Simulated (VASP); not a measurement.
# Si in VASP: single point with PBE

Aim: the single point of Si with PBE.

Everything below comes from runs of VASP 6.6.1. Logs are shortened: lines on timing, memory, paths and dates and some standing lists are left out, and cuts for length are marked.

## (1) The cell of the first run

The cell holds a slab with vacuum, 15 atoms: a = 7.681 Å, b = 5.431 Å, c = 23.760 Å, α = 90.00°, β = 90.00°, γ = 90.00°.

## (2) Single point, PBE (atoms taken out, then relaxed in part)

File INCAR:

```
SYSTEM = Si
PREC     = Accurate       ! precision mode
ENCUT    = 520            ! plane-wave cutoff, eV
EDIFF    = 1E-6           ! SCF threshold, eV
ISMEAR   = 0              ! smearing method
SIGMA    = 0.1            ! smearing width, eV
LREAL    = Auto         
LASPH    = .True.         ! aspherical terms in the spheres
NELM     = 80             ! most SCF steps
ALGO     = Normal         ! electronic algorithm
ISIF     = 2              ! what is computed and relaxed
LWAVE    = .False.        ! write WAVECAR
LCHARG   = .False.        ! write CHGCAR
LDIPOL   = .True.       
IDIPOL   = 3            
DIPOL    = 0.5 0.5 0.488
GGA      = PE             ! functional
NBANDS   = 43             ! bands
```

File KPOINTS:

```
Automatic mesh
0
Gamma
  4 5 1
  0 0 0
```

File POSCAR:

```
Si
1.0
    7.6805090000      0.0000000000      0.0000000000
    0.0000000000      5.4309400000      0.0000000000
    0.0000000000      0.0000000000     23.7603818893
Si
15
Direct
    0.2500000000      0.0000000000      0.3787817907
    0.7500000000      0.0000000000      0.3787817907
    0.0000000000      0.2500000000      0.3787817907
    0.5000000000      0.2500000000      0.3787817907
    0.0000000000      0.5000000000      0.4595939302
    0.5000000000      0.5000000000      0.4595939302
    0.2500000000      0.7500000000      0.4595939302
    0.7500000000      0.7500000000      0.4595939302
    0.2320366023     -0.0013975451      0.5425718994
    0.7679633977     -0.0013975451      0.5425718994
    0.0000000000      0.3113035799      0.5482351544
    0.5000000000      0.2147813957      0.5397509359
    0.5000000000      0.5782788863      0.5920602696
    0.1907696113      0.6438918534      0.6011988317
    0.8092303887      0.6438918534      0.6011988317
```

Potentials or basis: VASP PAW PBE potentials, release 64 (Si).

Started as:

```bash
$ cat potpaw_PBE.64/Si/POTCAR > POTCAR
$ mpirun -np 1 vasp_std > vasp.out
```

OUTCAR:

```text
SYSTEM = Si
   PREC = Accurate
   ENCUT = 520
   EDIFF = 1E-6
   ISMEAR = 0
   LREAL = Auto
   LASPH = .True.
   NELM = 80
   ISIF = 2
   GGA = PE

 ion  position               nearest neighbor table
   1  0.250  0.000  0.379-   3 2.35   4 2.35   7 2.35
   2  0.750  0.000  0.379-   3 2.35   4 2.35   8 2.35
   3  0.000  0.250  0.379-   1 2.35   2 2.35   5 2.35
   4  0.500  0.250  0.379-   1 2.35   2 2.35   6 2.35
   5  0.000  0.500  0.460-  11 2.34   8 2.35   7 2.35   3 2.35
   6  0.500  0.500  0.460-   7 2.35   8 2.35   4 2.35  12 2.45
   7  0.250  0.750  0.460-   5 2.35   6 2.35   1 2.35   9 2.39
   8  0.750  0.750  0.460-   5 2.35   6 2.35   2 2.35  10 2.39
   9  0.232  0.999  0.543-  12 2.37   7 2.39  14 2.40  11 2.47
  10  0.768  0.999  0.543-  12 2.37   8 2.39  15 2.40  11 2.47
  11  0.000  0.311  0.548-   5 2.34   9 2.47  10 2.47  14 2.64  15 2.64
  12  0.500  0.215  0.540-  13 2.33  10 2.37   9 2.37   6 2.45
  13  0.500  0.578  0.592-  12 2.33  14 2.41  15 2.41
  14  0.191  0.644  0.601-   9 2.40  13 2.41  11 2.64  15 2.93
  15  0.809  0.644  0.601-  10 2.40  13 2.41  11 2.64  14 2.93

  LATTYP: Found a simple orthorhombic cell.
 ALAT       =     5.4309400000
 B/A-ratio  =     1.4142135616
 C/A-ratio  =     4.3750035702

  Lattice vectors:

 A1 = (   0.0000000000,  -5.4309400000,   0.0000000000)
 A2 = (   7.6805090000,   0.0000000000,   0.0000000000)
 A3 = (   0.0000000000,   0.0000000000,  23.7603818893)

Analysis of symmetry for initial positions (statically):
=====================================================================
 Subroutine PRICEL returns:
 Original cell was already a primitive cell.

 Routine SETGRP: Setting up the symmetry group for a
 simple orthorhombic supercell.

 Subroutine GETGRP returns: Found  2 space group operations
 (whereof  2 operations were pure point group operations)
 out of a pool of  8 trial point group operations.

The static configuration has the point symmetry C_1h.

Analysis of symmetry for dynamics (positions and initial velocities):
=====================================================================
 Subroutine PRICEL returns:
 Original cell was already a primitive cell.

 Routine SETGRP: Setting up the symmetry group for a
 simple orthorhombic supercell.

 Subroutine GETGRP returns: Found  2 space group operations
 (whereof  2 operations were pure point group operations)
 out of a pool of  8 trial point group operations.

The dynamic configuration has the point symmetry C_1h.

 Subroutine INISYM returns: Found  2 space group operations
 (whereof  2 operations are pure point group operations),
 and found     1 'primitive' translations

----------------------------------------------------------------------------------------

                                     Primitive cell

  volume of cell :     991.1022

  direct lattice vectors                    reciprocal lattice vectors
     7.680509000  0.000000000  0.000000000     0.130199704  0.000000000  0.000000000
     0.000000000  5.430940000  0.000000000     0.000000000  0.184130187  0.000000000
     0.000000000  0.000000000 23.760381889     0.000000000  0.000000000  0.042086866

  length of vectors
     7.680509000  5.430940000 23.760381889     0.130199704  0.184130187  0.042086866

  position of ions in fractional coordinates (direct lattice)
     0.250000000  0.000000000  0.378781791
     0.750000000  0.000000000  0.378781791
     0.000000000  0.250000000  0.378781791
     0.500000000  0.250000000  0.378781791
     0.000000000  0.500000000  0.459593930
     0.500000000  0.500000000  0.459593930
     0.250000000  0.750000000  0.459593930
     0.750000000  0.750000000  0.459593930
     0.232036602  0.998602455  0.542571899
     0.767963398  0.998602455  0.542571899
     0.000000000  0.311303580  0.548235154
     0.500000000  0.214781396  0.539750936
     0.500000000  0.578278886  0.592060270
     0.190769611  0.643891853  0.601198832
     0.809230389  0.643891853  0.601198832
[... 33 lines left out ...]

  Length of vectors
     0.032549926  0.036826037  0.042086866

  Shift w.r.t. Gamma in fractional coordinates (k-lattice)
     0.000000000  0.000000000  0.000000000

 Subroutine IBZKPT returns following result:
 ===========================================

 Found      9 irreducible k-points:

 Following reciprocal coordinates:
            Coordinates               Weight
  0.000000  0.000000  0.000000      1.000000
  0.250000  0.000000  0.000000      2.000000
  0.500000  0.000000  0.000000      1.000000
  0.000000  0.200000  0.000000      2.000000
  0.250000  0.200000  0.000000      4.000000
  0.500000  0.200000  0.000000      2.000000
  0.000000  0.400000  0.000000      2.000000
  0.250000  0.400000  0.000000      4.000000
  0.500000  0.400000  0.000000      2.000000
   k-points           NKPTS =      9   k-points in BZ     NKDIM =      9   number of bands    NBANDS=     43
   number of dos      NEDOS =    301   number of ions     NIONS =     15
   total plane-waves  NPLWV = 432000
   dimension x,y,z NGX =    60 NGY =   40 NGZ =  180
   dimension x,y,z NGXF=   120 NGYF=   80 NGZF=  360
   ions per type =              15
   NGX,Y,Z   is equivalent  to a cutoff of  12.99, 12.24, 12.59 a.u.
   NGXF,Y,Z  is equivalent  to a cutoff of  25.97, 24.49, 25.19 a.u.
 SYSTEM =  Si
   PREC   = accura    normal or accurate (medium, high low for compatibility)
   ISTART =      0    job   : 0-new  1-cont  2-samecut
   ICHARG =      2    charge: 1-file 2-atom 10-const
   ISPIN  =      1    spin polarized calculation?
   LNONCOLLINEAR =      F non collinear calculations
   LSORBIT =      F    spin-orbit coupling
   LASPH  =      T    aspherical Exc in radial PAW
   ENCUT  =  520.0 eV  38.22 Ry    6.18 a.u.  14.28 10.10 44.18*2*pi/ulx,y,z
   NELM   =     80;   NELMIN=  2; NELMDL= -5     # of ELM steps
   EDIFF  = 0.1E-05   stopping-criterion for ELM
   LREAL  =      T    real-space projection
   EDIFFG = 0.1E-04   stopping-criterion for IOM
   NSW    =      0    number of steps for IOM
   IBRION =     -1    ionic relax: 0-MD 1-quasi-New 2-CG
   NFREE  =      0    steps in history (QN), initial steepest desc. (CG)
   ISIF   =      2    stress and relaxation
   ISYM   =      2    0-nonsym 1-usesym 2-fastsym
   POTIM  = 0.5000    time-step for ionic-motion
   TEBEG  =    0.0;   TEEND  =   0.0 temperature during run
   PSTRESS=    0.0 pullay stress
   NELECT =      60.0000    total number of electrons
   NUPDOWN=      -1.0000    fix difference up-down
   EMIN   =  10.00;   EMAX   =-10.00  energy-range for DOS
   EFERMI =   0.00;   METHOD = LEGACY
   ISMEAR =     0;   SIGMA  =   0.10  broadening in eV -4-tet -1-fermi 0-gaus
   EFERMI_NEDOS =   21; number of points for ismear=-14 and -15
   IALGO  =     38    algorithm
   IMIX   =      4    mixing-type and parameters
     AMIX     =   0.40;   BMIX     =  1.00
     AMIX_MAG =   1.60;   BMIX_MAG =  1.00
  volume/ion in A,a.u.               =      66.07       445.89
  Fermi-wavevector in a.u.,A,eV,Ry     =   0.642815  1.214744  5.622073  0.413211
  Thomas-Fermi vector in A             =   1.709609
   LORBIT       =      0    0 simple, 1 ext, 2 COOP (PROOUT), +10 PAW based schemes
   GGA     = PE    functional components
   LHFCALC =     F    Hartree Fock is set to
   AEXX    =    0.0000 exact exchange contribution
   IVDW    =     0    specifies the selected vdW correction
   LEPSILON=     F    determine dielectric tensor
   LRPA    =     F    only Hartree local field effects (RPA)
 non-spin polarized calculation
 Gauss-broadening in eV      SIGMA  =   0.10
  energy-cutoff  :      520.00
  volume of cell :      991.10
 maximum number of plane-waves:     26722
 NGX is ok and might be reduce to    60
   NGX = 29   NGY = 21   NGZ = 89

 dipolmoment           0.000000      0.000000      0.423477 electrons x Angstroem

 number of electron      59.9999999 magnetization

 dipolmoment           0.000000      0.000000     -0.051517 electrons x Angstroem

 Free energy of the ion-electron system (eV)
  ---------------------------------------------------
  ext. energy  EPLUGINS =         0.00000000
  ---------------------------------------------------
  free energy    TOTEN  =       -72.61621979 eV

  energy without entropy =      -72.56680571  energy(sigma->0) =      -72.59151275

 E-fermi :  -1.4547     XC(G=0):  -3.5460

 val. band max:       -1.4740340580   @ k =   0.0000   0.4000   0.0000
 cond. band min:      -1.4056743210   @ k =   0.2500   0.2000   0.0000
 fundamental gap:      0.0683597369
 Fermi energy:        -1.4546766539

 k-point     1 :       0.0000    0.0000    0.0000
  band No.  band energies     occupation
      1     -13.1188      2.00000
      2     -11.7254      2.00000
      3     -11.0418      2.00000
      4     -10.9877      2.00000
      5      -9.9177      2.00000
      6      -9.6339      2.00000
[... 394 lines left out ...]
     41       2.0021      0.00000
     42       2.2540      0.00000
 [bands above 42 left out]

------------------------ aborting loop because EDIFF is reached ----------------------------------------

 vacuum level on the upper side and lower side of the slab       (xc-potential included)        -0.257        -0.036

  FORCE on cell =-STRESS in cart. coord.  units (eV):
  Direction    XX          YY          ZZ          XY          YZ          ZX
  --------------------------------------------------------------------------------------
  -------------------------------------------------------------------------------------
  Total       -5.8530025     -4.9509985     -1.2804604      0.0000000     -0.0626781      0.0000000
  in kB       -9.4617369     -8.0035922     -2.0699427      0.0000000     -0.1013230      0.0000000
  external PRESSURE =      -6.5117572 kB  Pullay stress =       0.0000000 kB

 VOLUME and BASIS-vectors are now :
 -----------------------------------------------------------------------------
  energy-cutoff  :      520.00
  volume of cell :      991.10
      direct lattice vectors                 reciprocal lattice vectors
     7.680509000  0.000000000  0.000000000     0.130199704  0.000000000  0.000000000
     0.000000000  5.430940000  0.000000000     0.000000000  0.184130187  0.000000000
     0.000000000  0.000000000 23.760381889     0.000000000  0.000000000  0.042086866

 POSITION                                       TOTAL-FORCE (eV/Angst)
 -----------------------------------------------------------------------------------
      1.92013      0.00000      9.00000         0.013718      0.843735      0.147948
      5.76038      0.00000      9.00000        -0.013718      0.843735      0.147948
      0.00000      1.35773      9.00000         0.000000     -0.851409      0.186611
      3.84025      1.35773      9.00000         0.000000     -0.830029      0.090553
      0.00000      2.71547     10.92013         0.000000      0.036010     -0.460397
      3.84025      2.71547     10.92013         0.000000     -0.215160      0.206054
      1.92013      4.07320     10.92013        -0.279472      0.096465     -0.146359
      5.76038      4.07320     10.92013         0.279472      0.096465     -0.146359
      1.78216      5.42335     12.89172         0.029092     -0.030844      0.008450
      5.89835      5.42335     12.89172        -0.029092     -0.030844      0.008450
      0.00000      1.69067     13.02628         0.000000      0.022475      0.021898
      3.84025      1.16646     12.82469         0.000000      0.030155     -0.002445
      3.84025      3.14060     14.06758         0.000000     -0.042607     -0.021093
      1.46521      3.49694     14.28471        -0.009869      0.015927     -0.020628
      6.21530      3.49694     14.28471         0.009869      0.015927     -0.020628
 -----------------------------------------------------------------------------------
    total drift:                               -0.000000      0.004857      0.016864

  FREE ENERGIE OF THE ION-ELECTRON SYSTEM (eV)
  ---------------------------------------------------
  free  energy   TOTEN  =       -72.6162197941 eV

  energy  without entropy=      -72.5668057149  energy(sigma->0) =      -72.59151275

 vacuum level on the upper side and lower side of the slab         2.988         3.210
```

Wall time 11 min (1 thread of Intel Xeon Platinum 8259CL at 2.50GHz (Skylake/Cascade Lake), shared host); peak memory 0.89 GiB.

Results:

```yaml
Free_energy: -72.6162 eV
Largest_force: 0.872 eV/Å
Band_gap_on_the_k_mesh: zero (bands 30 and 31 overlap by 0.48 eV)
```

Forces on the atoms (eV/Å):
```
Si   0.014  0.844  0.148
Si  -0.014  0.844  0.148
Si   0.000 -0.851  0.187
Si   0.000 -0.830  0.091
Si   0.000  0.036 -0.460
Si   0.000 -0.215  0.206
Si  -0.279  0.096 -0.146
Si   0.279  0.096 -0.146
Si   0.029 -0.031  0.008
Si  -0.029 -0.031  0.008
Si   0.000  0.022  0.022
Si   0.000  0.030 -0.002
Si   0.000 -0.043 -0.021
Si  -0.010  0.016 -0.021
Si   0.010  0.016 -0.021
```

Caveat: the cell differs from its parent crystal (atoms taken out, then relaxed in part).

The gap in the log of VASP goes by the Fermi energy; the results here count the filled bands.